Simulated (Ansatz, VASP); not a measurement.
## LiF in VASP and in Ansatz

The input INCAR:

```
PREC = Accurate
ENCUT = 520
EDIFF = 1E-6
ISMEAR = 0
SIGMA = 0.05
LREAL = False
LASPH = True
NELM = 80
ALGO = Normal
ISIF = 2
LWAVE = False
LCHARG = False
GGA = CA
NBANDS = 18
```

File KPOINTS:

```
Automatic mesh
0
Gamma
  9 9 6
```

POSCAR

```
LiF
1.0
    2.9107319654      0.0000000000      0.0000000000
   -1.4553659827      2.5207678257      0.0000000000
    0.0000000000      0.0000000000      5.0489556672
Li F
2 2
Direct
    0.3333333333      0.6666666667      0.3839784076
    0.6666666667      0.3333333333      0.8839784076
    0.3333333333      0.6666666667      0.9910195924
    0.6666666667      0.3333333333      0.4910195924
```

Input for Ansatz:

```yaml
crystal:
  lattice:
    - [2.9107319654, 0.0, 0.0]
    - [-1.4553659827, 2.5207678257, 0.0]
    - [0.0, 0.0, 5.0489556672]
  atoms:
    - { symbol: Li, position: [0.3333333333, 0.6666666667, 0.3839784076] }
    - { symbol: Li, position: [0.6666666667, 0.3333333333, 0.8839784076] }
    - { symbol: F, position: [0.3333333333, 0.6666666667, 0.9910195924] }
    - { symbol: F, position: [0.6666666667, 0.3333333333, 0.4910195924] }
basis:
  ecutwfc: 520.0
kpoints:
  mp_grid: { grid: [9, 9, 6] }
hamiltonian:
  xc: lda
scf:
  occupations: { method: gaussian, width: 0.05 }
output:
  forces: true
  stress: true
  eigenvalues: true
```

Alike in both runs: task single point; functional LDA; k mesh 9 × 9 × 6; occupations gaussian, width 0.05 eV; no spin polarisation.

```csv
,VASP,Ansatz
version,VASP 6.6.1,Ansatz 0.2.0
potentials or method,"VASP PAW LDA potentials, release 64 (Li_sv, F), cutoff 520 eV","scalar-relativistic, plane waves, PAW"
valence electrons in the cell,20,20
```

```tsv
	VASP	Ansatz	Ansatz less VASP
gap on the k mesh at the Fermi level (eV)	7.93	7.95	+0.015
least direct gap on the mesh (eV)	7.93	7.95	+0.015
rms of the force components (eV/Å)	0.230	0.227	-0.0037
```

LDA's correlation is that of Perdew and Zunger in VASP and of Perdew and Wang (1992) in Ansatz. Atom by atom the forces differ by 0.004 eV/Å (rms over components).

Noted on VASP's run: the cutoff is under 1.25 times that of the potentials, so the pressure is a little rough.
